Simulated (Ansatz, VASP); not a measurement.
## One calculation of MoW4, two programs

```
Mo W
1.0
     3.17914    0.00000    0.00000
     0.00000    3.17914    0.00000
     0.00000    0.00000   15.90176
Mo W
2 8
Direct
  0.00000 0.50000 0.95047
  0.50000 0.00000 0.04953
  0.50000 0.00000 0.24933
  0.00000 0.50000 0.34965
  0.00000 0.50000 0.75067
  0.50000 0.00000 0.65035
  0.50000 0.00000 0.85101
  0.00000 0.50000 0.55010
  0.50000 0.00000 0.44990
  0.00000 0.50000 0.14899
```

Alike in both runs: functional PBE; k mesh 10 × 10 × 2; occupations gaussian, width 0.1 eV; no spin polarisation.

Ansatz relaxed the structure, and its values are those at the end. VASP's run is a single point on that final structure, the one shown.

```csv
,VASP,Ansatz
version,VASP 6.6.1,Ansatz 0.2.0
potentials or method,"VASP PAW PBE potentials, release 64 (Mo_sv, W_sv), cutoff 520 eV","scalar-relativistic, plane waves, PAW"
valence electrons in the cell,140,140
```

VASP gave:

```
gap on the k mesh at the Fermi level (eV) : none
pressure (GPa)                            : 0.5
```

Question: Which values does Ansatz return?

Answer: gap on the k mesh at the Fermi level (eV): none; pressure (GPa): 0.0.

A gap of «none» marks a metal or a gap that the smearing closes.

Spin-orbit coupling is off throughout.
